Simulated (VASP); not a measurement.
# Cs (Fd-3m) in VASP: further runs

The runs below take Cs through single point, with PBE.

Everything below comes from runs of VASP 6.6.1. Logs are shortened: lines on timing, memory, paths and dates and some standing lists are left out, and cuts for length are marked.

## Step 1: The cell of the first run

It takes space group Fd-3m (No. 227, cubic). The conventional cell has a = 10.610 Å, b = 10.610 Å, c = 10.610 Å, α = 90.00°, β = 90.00°, γ = 90.00°.

## Step 2: Single point, PBE (volume scaled by 0.8)

File INCAR:

```
SYSTEM = Cs
ALGO = Normal ; EDIFF = 1E-7
ENCUT = 520 ; GGA = PE
ISIF = 2 ; ISMEAR = -1
LASPH = .TRUE. ; LCHARG = .FALSE.
LREAL = .FALSE. ; LWAVE = .FALSE.
NBANDS = 16 ; NELM = 60
PREC = Accurate ; SIGMA = 0.08
```

File KPOINTS:

```
k-points
0
G
  6 6 6
  0 0 0
```

File POSCAR:

```
Cs
1.0
    0.0000000000      5.3051878092      5.3051878092
    5.3051878092      0.0000000000      5.3051878092
    5.3051878092      5.3051878092      0.0000000000
Cs
2
Direct
   -0.1250000000     -0.1250000000     -0.1250000000
    0.1250000000      0.1250000000      0.1250000000
```

Potentials or basis: VASP PAW PBE potentials, release 64 (Cs_sv).

Launch:

```console
> cat potpaw_PBE.64/Cs_sv/POTCAR > POTCAR
> mpirun -np 1 vasp_std > vasp.out
```

OUTCAR:

```text
SYSTEM = Cs
   EDIFF = 1E-7
   ENCUT = 520
   GGA = PE
   ISIF = 2
   ISMEAR = -1
   LASPH = .TRUE.
   LREAL = .FALSE.
   NELM = 60
   PREC = Accurate

 ion  position               nearest neighbor table
   1  0.875  0.875  0.875-
   2  0.125  0.125  0.125-

  LATTYP: Found a face centered cubic cell.
 ALAT       =    10.6103756184

  Lattice vectors:

 A1 = (   0.0000000000,   5.3051878092,   5.3051878092)
 A2 = (   5.3051878092,   0.0000000000,   5.3051878092)
 A3 = (   5.3051878092,   5.3051878092,   0.0000000000)

Analysis of symmetry for initial positions (statically):
=====================================================================
 Subroutine PRICEL returns:
 Original cell was already a primitive cell.

 Routine SETGRP: Setting up the symmetry group for a
 face centered cubic supercell.

 Subroutine GETGRP returns: Found 48 space group operations
 (whereof 12 operations were pure point group operations)
 out of a pool of 48 trial point group operations.

The static configuration has the point symmetry D_3d.
 The point group associated with its full space group is O_h .

Analysis of symmetry for dynamics (positions and initial velocities):
=====================================================================
 Subroutine PRICEL returns:
 Original cell was already a primitive cell.

 Routine SETGRP: Setting up the symmetry group for a
 face centered cubic supercell.

 Subroutine GETGRP returns: Found 48 space group operations
 (whereof 12 operations were pure point group operations)
 out of a pool of 48 trial point group operations.

The dynamic configuration has the point symmetry D_3d.
 The point group associated with its full space group is O_h .

 Subroutine INISYM returns: Found 48 space group operations
 (whereof 12 operations are pure point group operations),
 and found     1 'primitive' translations

----------------------------------------------------------------------------------------

                                     Primitive cell

  volume of cell :     298.6292

  direct lattice vectors                    reciprocal lattice vectors
     0.000000000  5.305187809  5.305187809    -0.094247370  0.094247370  0.094247370
     5.305187809  0.000000000  5.305187809     0.094247370 -0.094247370  0.094247370
     5.305187809  5.305187809  0.000000000     0.094247370  0.094247370 -0.094247370

  length of vectors
     7.502668551  7.502668551  7.502668551     0.163241234  0.163241234  0.163241234

  position of ions in fractional coordinates (direct lattice)
     0.875000000  0.875000000  0.875000000
     0.125000000  0.125000000  0.125000000

  ion indices of the primitive-cell ions
   primitive index   ion index
                 1           1
                 2           2

----------------------------------------------------------------------------------------

 KPOINTS: k-points

Automatic generation of k-mesh.
 Grid dimensions read from file:
 generate k-points for:    6    6    6

 Generating k-lattice:

  Cartesian coordinates                     Fractional coordinates (reciprocal lattice)
    -0.015707895  0.015707895  0.015707895     0.166666667  0.000000000  0.000000000
     0.015707895 -0.015707895  0.015707895     0.000000000  0.166666667  0.000000000
     0.015707895  0.015707895 -0.015707895     0.000000000  0.000000000  0.166666667

  Length of vectors
     0.027206872  0.027206872  0.027206872

  Shift w.r.t. Gamma in fractional coordinates (k-lattice)
     0.000000000  0.000000000  0.000000000

 Subroutine IBZKPT returns following result:
 ===========================================

 Found     16 irreducible k-points:

 Following reciprocal coordinates:
            Coordinates               Weight
  0.000000  0.000000  0.000000      1.000000
  0.166667  0.000000  0.000000      8.000000
  0.333333  0.000000  0.000000      8.000000
  0.500000  0.000000  0.000000      4.000000
  0.166667  0.166667  0.000000      6.000000
  0.333333  0.166667  0.000000     24.000000
[... 8 lines left out ...]
 -0.333333  0.333333  0.166667     24.000000
 -0.333333  0.500000  0.166667     12.000000
   k-points           NKPTS =     16   k-points in BZ     NKDIM =     16   number of bands    NBANDS=     16
   number of dos      NEDOS =    301   number of ions     NIONS =      2
   total plane-waves  NPLWV = 175616
   dimension x,y,z NGX =    56 NGY =   56 NGZ =   56
   dimension x,y,z NGXF=   112 NGYF=  112 NGZF=  112
   ions per type =               2
   NGX,Y,Z   is equivalent  to a cutoff of  12.41, 12.41, 12.41 a.u.
   NGXF,Y,Z  is equivalent  to a cutoff of  24.82, 24.82, 24.82 a.u.
 SYSTEM =  Cs
   PREC   = accura    normal or accurate (medium, high low for compatibility)
   ISTART =      0    job   : 0-new  1-cont  2-samecut
   ICHARG =      2    charge: 1-file 2-atom 10-const
   ISPIN  =      1    spin polarized calculation?
   LNONCOLLINEAR =      F non collinear calculations
   LSORBIT =      F    spin-orbit coupling
   LASPH  =      T    aspherical Exc in radial PAW
   ENCUT  =  520.0 eV  38.22 Ry    6.18 a.u.  13.95 13.95 13.95*2*pi/ulx,y,z
   NELM   =     60;   NELMIN=  2; NELMDL= -5     # of ELM steps
   EDIFF  = 0.1E-06   stopping-criterion for ELM
   LREAL  =      F    real-space projection
   EDIFFG = 0.1E-05   stopping-criterion for IOM
   NSW    =      0    number of steps for IOM
   IBRION =     -1    ionic relax: 0-MD 1-quasi-New 2-CG
   NFREE  =      0    steps in history (QN), initial steepest desc. (CG)
   ISIF   =      2    stress and relaxation
   ISYM   =      2    0-nonsym 1-usesym 2-fastsym
   POTIM  = 0.5000    time-step for ionic-motion
   TEBEG  =    0.0;   TEEND  =   0.0 temperature during run
   PSTRESS=    0.0 pullay stress
   NELECT =      18.0000    total number of electrons
   NUPDOWN=      -1.0000    fix difference up-down
   EMIN   =  10.00;   EMAX   =-10.00  energy-range for DOS
   EFERMI =   0.00;   METHOD = LEGACY
   ISMEAR =    -1;   SIGMA  =   0.08  broadening in eV -4-tet -1-fermi 0-gaus
   EFERMI_NEDOS =   21; number of points for ismear=-14 and -15
   IALGO  =     38    algorithm
   IMIX   =      4    mixing-type and parameters
     AMIX     =   0.40;   BMIX     =  1.00
     AMIX_MAG =   1.60;   BMIX_MAG =  1.00
  volume/ion in A,a.u.               =     149.31      1007.62
  Fermi-wavevector in a.u.,A,eV,Ry     =   0.641882  1.212980  5.605763  0.412012
  Thomas-Fermi vector in A             =   1.708368
   LORBIT       =      0    0 simple, 1 ext, 2 COOP (PROOUT), +10 PAW based schemes
   GGA     = PE    functional components
[... 5 lines left out ...]
 non-spin polarized calculation
  energy-cutoff  :      520.00
  volume of cell :      298.63
 maximum number of plane-waves:      8080
   NGX = 27   NGY = 27   NGZ = 27

 number of electron      18.0000004 magnetization

 Free energy of the ion-electron system (eV)
  ---------------------------------------------------
  ext. energy  EPLUGINS =         0.00000000
  ---------------------------------------------------
  free energy    TOTEN  =        -1.16973068 eV

  energy without entropy =       -1.12503533  energy(sigma->0) =       -1.14738301

 E-fermi :  -0.0015     XC(G=0):  -4.7212

 val. band max:       -0.0125579606   @ k =   0.5000   0.0000   0.0000
 cond. band min:       0.0398894549   @ k =   0.5000   0.5000   0.0000
 fundamental gap:      0.0524474154
 Fermi energy:        -0.0015006586

 k-point     1 :       0.0000    0.0000    0.0000
  band No.  band energies     occupation
      1     -24.3742      2.00000
      2     -24.3353      2.00000
      3     -11.2501      2.00000
      4     -11.2501      2.00000
      5     -11.2501      2.00000
      6     -11.0772      2.00000
[... 8 lines left out ...]
     15       1.8447      0.00000
     16       1.8447      0.00000

 k-point     2 :       0.1667    0.0000    0.0000
  band No.  band energies     occupation
      1     -24.3723      2.00000
      2     -24.3372      2.00000
      3     -11.2553      2.00000
      4     -11.2553      2.00000
      5     -11.2495      2.00000
      6     -11.0790      2.00000
[... 8 lines left out ...]
     15       1.5908      0.00000
     16       1.8525      0.00000

 k-point     3 :       0.3333    0.0000    0.0000
  band No.  band energies     occupation
      1     -24.3676      2.00000
      2     -24.3419      2.00000
      3     -11.2647      2.00000
      4     -11.2647      2.00000
      5     -11.2483      2.00000
      6     -11.0825      2.00000
[... 8 lines left out ...]
     15       1.6829      0.00000
     16       2.0341      0.00000

 k-point     4 :       0.5000    0.0000    0.0000
  band No.  band energies     occupation
      1     -24.3645      2.00000
      2     -24.3451      2.00000
      3     -11.2691      2.00000
      4     -11.2691      2.00000
      5     -11.2479      2.00000
      6     -11.0841      2.00000
[... 8 lines left out ...]
     15       1.6608      0.00000
     16       2.2269      0.00000

 k-point     5 :       0.1667    0.1667    0.0000
  band No.  band energies     occupation
      1     -24.3716      2.00000
      2     -24.3379      2.00000
      3     -11.2611      2.00000
      4     -11.2611      2.00000
      5     -11.2392      2.00000
      6     -11.0898      2.00000
[... 8 lines left out ...]
     15       1.4912      0.00000
     16       1.8198      0.00000

 k-point     6 :       0.3333    0.1667    0.0000
  band No.  band energies     occupation
      1     -24.3676      2.00000
      2     -24.3419      2.00000
      3     -11.2721      2.00000
      4     -11.2704      2.00000
      5     -11.2296      2.00000
      6     -11.1008      2.00000
[... 8 lines left out ...]
     15       1.6821      0.00000
     16       1.9138      0.00000

 k-point     7 :       0.5000    0.1667    0.0000
  band No.  band energies     occupation
      1     -24.3632      2.00000
      2     -24.3464      2.00000
      3     -11.2819      2.00000
      4     -11.2742      2.00000
      5     -11.2240      2.00000
      6     -11.1071      2.00000
[... 8 lines left out ...]
     15       1.7142      0.00000
     16       2.1733      0.00000

 k-point     8 :      -0.3333    0.1667    0.0000
  band No.  band energies     occupation
      1     -24.3645      2.00000
      2     -24.3451      2.00000
      3     -11.2819      2.00000
      4     -11.2691      2.00000
      5     -11.2284      2.00000
      6     -11.1025      2.00000
[... 8 lines left out ...]
     15       1.7564      0.00000
     16       2.0422      0.00000

 k-point     9 :      -0.1667    0.1667    0.0000
  band No.  band energies     occupation
      1     -24.3693      2.00000
      2     -24.3402      2.00000
      3     -11.2704      2.00000
      4     -11.2596      2.00000
      5     -11.2400      2.00000
      6     -11.0896      2.00000
[... 8 lines left out ...]
     15       1.7494      0.00000
     16       1.8789      0.00000

 k-point    10 :       0.3333    0.3333    0.0000
  band No.  band energies     occupation
      1     -24.3645      2.00000
      2     -24.3451      2.00000
      3     -11.2799      2.00000
      4     -11.2799      2.00000
      5     -11.2091      2.00000
      6     -11.1231      2.00000
[... 8 lines left out ...]
     15       1.7404      0.00000
     16       1.7818      0.00000

 k-point    11 :       0.5000    0.3333    0.0000
  band No.  band energies     occupation
      1     -24.3597      2.00000
      2     -24.3499      2.00000
      3     -11.2883      2.00000
      4     -11.2837      2.00000
      5     -11.1918      2.00000
      6     -11.1409      2.00000
[... 8 lines left out ...]
     15       1.7720      0.00000
     16       1.9055      0.00000

 k-point    12 :      -0.3333    0.3333    0.0000
  band No.  band energies     occupation
      1     -24.3597      2.00000
      2     -24.3499      2.00000
      3     -11.2916      2.00000
      4     -11.2786      2.00000
      5     -11.1995      2.00000
      6     -11.1321      2.00000
[... 8 lines left out ...]
     15       1.8246      0.00000
     16       2.0708      0.00000

 k-point    13 :       0.5000    0.5000    0.0000
  band No.  band energies     occupation
      1     -24.3548      2.00000
      2     -24.3548      2.00000
      3     -11.2882      2.00000
      4     -11.2882      2.00000
      5     -11.1669      2.00000
      6     -11.1669      2.00000
[... 8 lines left out ...]
     15       1.8032      0.00000
     16       1.8032      0.00000

 k-point    14 :       0.5000    0.3333    0.1667
  band No.  band energies     occupation
      1     -24.3632      2.00000
      2     -24.3464      2.00000
      3     -11.2851      2.00000
      4     -11.2766      2.00000
      5     -11.2111      2.00000
      6     -11.1203      2.00000
[... 8 lines left out ...]
     15       1.7919      0.00000
     16       1.8421      0.00000

 k-point    15 :      -0.3333    0.3333    0.1667
  band No.  band energies     occupation
      1     -24.3597      2.00000
      2     -24.3499      2.00000
      3     -11.2899      2.00000
      4     -11.2809      2.00000
      5     -11.1982      2.00000
      6     -11.1333      2.00000
[... 8 lines left out ...]
     15       1.7957      0.00000
     16       1.9637      0.00000

 k-point    16 :      -0.3333    0.5000    0.1667
  band No.  band energies     occupation
      1     -24.3548      2.00000
      2     -24.3548      2.00000
      3     -11.2886      2.00000
      4     -11.2886      2.00000
      5     -11.1662      2.00000
      6     -11.1662      2.00000
[... 8 lines left out ...]
     15       1.8079      0.00000
     16       1.8079      0.00000

------------------------ aborting loop because EDIFF is reached ----------------------------------------

  FORCE on cell =-STRESS in cart. coord.  units (eV):
  Direction    XX          YY          ZZ          XY          YZ          ZX
  --------------------------------------------------------------------------------------
  -------------------------------------------------------------------------------------
  Total        0.3896234      0.3896234      0.3896234     -0.0000000      0.0000000      0.0000000
  in kB        2.0903709      2.0903709      2.0903709     -0.0000000      0.0000000      0.0000000
  external PRESSURE =       2.0903709 kB  Pullay stress =       0.0000000 kB

 VOLUME and BASIS-vectors are now :
 -----------------------------------------------------------------------------
  energy-cutoff  :      520.00
  volume of cell :      298.63
      direct lattice vectors                 reciprocal lattice vectors
     0.000000000  5.305187809  5.305187809    -0.094247370  0.094247370  0.094247370
     5.305187809  0.000000000  5.305187809     0.094247370 -0.094247370  0.094247370
     5.305187809  5.305187809  0.000000000     0.094247370  0.094247370 -0.094247370

 POSITION                                       TOTAL-FORCE (eV/Angst)
 -----------------------------------------------------------------------------------
      9.28408      9.28408      9.28408         0.000000     -0.000000     -0.000000
      1.32630      1.32630      1.32630        -0.000000      0.000000      0.000000
 -----------------------------------------------------------------------------------
    total drift:                                0.000000      0.000000     -0.000000

  FREE ENERGIE OF THE ION-ELECTRON SYSTEM (eV)
  ---------------------------------------------------
  free  energy   TOTEN  =        -1.1697306816 eV

  energy  without entropy=       -1.1250353329  energy(sigma->0) =       -1.14738301
```

It took 1.7 min on 1 thread of Intel Xeon 6975P-C, shared host; peak memory 0.44 GiB.

Results:

```yaml
Free_energy: -1.1697 eV
Pressure: 0.2 GPa
Band_gap_on_the_k_mesh: zero (band 9 reaches 0.14 eV, above the bottom of band 10 at -0.01 eV)
```

Caveat: spin-orbit coupling is left out, which moves the levels of the heavy elements.

## Step 3: Single point, PBE (volume scaled by 0.8)

File INCAR:

```
  PREC = Accurate
  ENCUT = 520
  EDIFF = 1E-7
  ISMEAR = -1
  SIGMA = 0.08
  LREAL = False
  LASPH = True
  NELM = 60
  ALGO = Normal
  ISIF = 2
  LWAVE = False
  LCHARG = False
  GGA = PE
  NBANDS = 16
```

File KPOINTS:

```
Automatic mesh
0
Gamma
  6 6 6
```

POSCAR is that of step 2.

Potentials or basis: VASP PAW PBE potentials, release 64 (Cs_sv).

Launch:

```console
> cat potpaw_PBE.64/Cs_sv/POTCAR > POTCAR
> mpirun -np 1 vasp_std > vasp.out
```

Run time: 1.9 min. Hardware: 1 thread of Intel Xeon 6975P-C, shared host; peak memory 0.44 GiB.

Results (log left out):

```
Free energy            : -1.1697 eV
Pressure               : 0.2 GPa
Band gap on the k mesh : zero (band 9 reaches 0.14 eV, above the bottom of band 10 at -0.01 eV)
```

Levels at points of the mesh, in eV from the Fermi level:
```csv
k point,band 6,band 7,band 8,band 9,band 10,band 11,band 12,band 13
"(0.00, 0.00, 0.00)",-11.08,-11.08,-11.08,-1.50,1.26,1.26,1.40,1.40
"(0.50, 0.00, 0.00)",-11.08,-11.06,-11.06,-0.57,-0.01,1.05,1.05,1.34
"(0.50, 0.50, 0.00)",-11.17,-11.04,-11.04,0.04,0.04,0.57,0.57,1.67
```

Caveat: spin-orbit coupling is left out, which moves the levels of the heavy elements.

(Continued in part 2 of 2.)
